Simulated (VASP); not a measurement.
# Li2ZnO2: single point with PBE

The system is Li2ZnO2.

```
CELL_PARAMETERS angstrom
3.15972 0.00000 0.00000
-1.57986 2.73640 0.00000
0.00000 0.00000 5.17794
ATOMIC_POSITIONS crystal
Li 0.66667 0.33333 0.64050
Li 0.33333 0.66667 0.35950
Zn 0.00000 0.00000 0.00000
O 0.66667 0.33333 0.24067
O 0.33333 0.66667 0.75933
```

| Quantity | Value |
| --- | --- |
| Program | VASP 6.6.1 |
| Task | single point |
| Functional | PBE |
| Potentials or basis | VASP PAW PBE potentials, release 64 (Li_sv, Zn, O) |
| Cutoff | 520 eV |
| k mesh | 12 × 12 × 6 |
| Occupations | gaussian, width 0.02 eV |
| Spin | no spin polarisation |
| Dipole correction | no |
| Further INCAR settings | ALGO = Normal; EDIFF = 1e-07; NBANDS = 23 |

```
Largest force          : 0.022 eV/Å
Band gap on the k mesh : 2.93 eV, indirect (least direct gap 3.13 eV)
```

Forces in eV/Å, atoms in the order of the input:
```
Li   0.000  0.000 -0.009
Li   0.000  0.000  0.009
Zn   0.000  0.000  0.000
O    0.000  0.000  0.022
O    0.000  0.000 -0.022
```

Levels at points of the mesh, in eV from the valence-band top:
| k point | band 12 | band 13 | band 14 | band 15 | band 16 | band 17 | band 18 | band 19 |
| --- | --- | --- | --- | --- | --- | --- | --- | --- |
| (0.00, 0.00, 0.00) | -0.58 | -0.42 | -0.20 | -0.20 | 2.93 | 7.18 | 9.25 | 12.44 |
| (0.50, 0.00, 0.00) | -1.97 | -1.95 | -0.59 | -0.19 | 6.66 | 7.54 | 7.60 | 10.96 |
| (0.00, 0.00, 0.50) | -0.77 | -0.77 | 0.00 | 0.00 | 4.39 | 6.04 | 9.07 | 12.17 |
| (0.50, 0.00, 0.50) | -1.58 | -1.43 | -0.60 | -0.58 | 5.57 | 6.33 | 9.89 | 10.98 |

Run time: 83 s on 1 thread of Oxide Virtual Turin-like Processor (shared host), peak memory 0.19 GiB.

 A hybrid or GW would open this gap; PBE tends to underestimate it.
